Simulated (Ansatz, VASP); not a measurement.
**K2Pt in VASP and in Ansatz**

File INCAR:

```
SYSTEM = K2Pt
PREC = Accurate ; ENCUT = 520
EDIFF = 1E-6 ; ISMEAR = 0
SIGMA = 0.05 ; LREAL = .FALSE.
LASPH = .TRUE. ; NELM = 100
ALGO = Normal ; ISIF = 2
LWAVE = .FALSE. ; LCHARG = .FALSE.
GGA = CA ; NBANDS = 21
```

The input KPOINTS:

```
regular mesh
0
G
  6 6 6
  0 0 0
```

Contents of POSCAR:

```
K2Pt
1.0
    0.0000000000      3.7341948508      3.7814631400
    3.8287314292      0.0000000000      3.7814631400
    3.8287314292      3.7341948508      0.0000000000
K Pt
2 1
Direct
    0.7500000000      0.7500000000      0.7500000000
    0.2500000000      0.2500000000      0.2500000000
    0.0000000000      0.0000000000      0.0000000000
```

Input for Ansatz:

```yaml
crystal:
  lattice:
    - [0.0, 3.7341948508, 3.78146314]
    - [3.8287314292, 0.0, 3.78146314]
    - [3.8287314292, 3.7341948508, 0.0]
  atoms:
    - { symbol: K, position: [0.75, 0.75, 0.75] }
    - { symbol: K, position: [0.25, 0.25, 0.25] }
    - { symbol: Pt, position: [0.0, 0.0, 0.0] }
basis:
  ecutwfc: 420
kpoints:
  mp_grid: { grid: [6, 6, 6] }
hamiltonian:
  xc: lda
scf:
  occupations: { method: gaussian, width: 0.05 }
output:
  forces: true
  stress: true
  eigenvalues: true
```

Change from the starting cell: strain +0.0125 x Voigt [1, -1, 0, 0, 0, 0], atoms carried along.

Alike in both runs: task single point; functional LDA; k mesh 6 × 6 × 6; occupations gaussian, width 0.05 eV; no spin polarisation.

```csv
,VASP,Ansatz
version,VASP 6.6.1,Ansatz 0.2.0
potentials or method,"VASP PAW LDA potentials, release 64 (K_sv, Pt), cutoff 520 eV","scalar-relativistic, plane waves, PAW"
valence electrons in the cell,28,36
```

```csv
,VASP,Ansatz,Ansatz less VASP
gap on the k mesh at the Fermi level (eV),1.31,1.30,-0.008
least direct gap on the mesh (eV),1.38,1.37,-0.007
pressure (GPa),-1.8,-1.9,-0.07
"traceless stress, the component that is largest in VASP (GPa)",-0.27,-0.27,-0.002
```

LDA's correlation is that of Perdew and Zunger in VASP and of Perdew and Wang (1992) in Ansatz. VASP's potentials hold 28 valence electrons a cell and Ansatz's 36, so a difference there can come from the potentials and not from the codes.

Spin-orbit coupling is off throughout.
